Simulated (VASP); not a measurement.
Write the native input for VASP 6.6.1 that does the following.

* Task: relaxation of cell and atoms
* Functional: RPBE
* Potentials or basis: VASP PAW PBE potentials, release 64 (Sb, Mn_pv)
* Cutoff: 600 eV
* k mesh: 7 × 7 × 5
* Occupations: fermi-dirac, width 0.05 eV
* Spin: collinear spin, ferromagnetic start
* Starting moments: [0.0, 0.0, 4.0, 4.0] μB
* Dipole correction: no
* Further INCAR settings: ALGO = Normal; EDIFF = 1e-06; IBRION = 2; EDIFFG = -0.01; NSW = 60; ISIF = 3

The structure of MnSb lies in POSCAR:

```
MnSb
1.0
    4.1500000000      0.0000000000      0.0000000000
   -2.0750000000      3.5940054257      0.0000000000
    0.0000000000      0.0000000000      5.7800000000
Sb Mn
2 2
Direct
    0.6666666667      0.3333333333      0.7500000000
    0.3333333333      0.6666666667      0.2500000000
    0.0000000000      0.0000000000      0.5000000000
    0.0000000000      0.0000000000      0.0000000000
```

The input as run:

INCAR

```
ALGO = Normal ; EDIFF = 1E-6
EDIFFG = -0.01 ; ENCUT = 600
GGA = RP ; IBRION = 2
ISIF = 3 ; ISMEAR = -1
ISPIN = 2 ; LASPH = T
LCHARG = F ; LMAXMIX = 4
LORBIT = 11 ; LREAL = F
LWAVE = F ; MAGMOM = 0 0 4 4
NELM = 150 ; NSW = 60
PREC = Accurate ; SIGMA = 0.05
```

KPOINTS

```
k-points
0
Gamma
  7 7 5
```

Potentials or basis: VASP PAW PBE potentials, release 64 (Sb, Mn_pv).

Command:

```sh
$ cat potpaw_PBE.64/Sb/POTCAR potpaw_PBE.64/Mn_pv/POTCAR > POTCAR
$ mpirun -np 1 vasp_std > vasp.out
```

Results of the run:

- Relaxed volume: 21.31 Å³/atom
- Relaxed cell: a = 4.158 Å, b = 4.158 Å, c = 5.692 Å, α = 90.00°, β = 90.00°, γ = 120.00°
- Space group after relaxing (to 0.1 Å): P6_3/mmc (No. 194)
- Energy gained by relaxing: 1.1 meV/atom
- Ionic steps: 6
- Pressure after relaxing: 0.0 GPa
- Net moment: 6.71 μB per cell
- Site moments: Sb -0.14; Mn +3.41 μB
- Valence electrons inside the program's atomic spheres: Sb 2.44; Mn 11.51

Caveat: the PAW data sets were made with another functional, which shifts forces and pressure a little; the run started ferromagnetic, and an antiferromagnetic order may lie lower in energy.

It took 4.5 min on 1 thread of Intel(R) Xeon(R) 6975P-C (Granite Rapids), with other jobs on the host, peak memory 0.35 GiB.
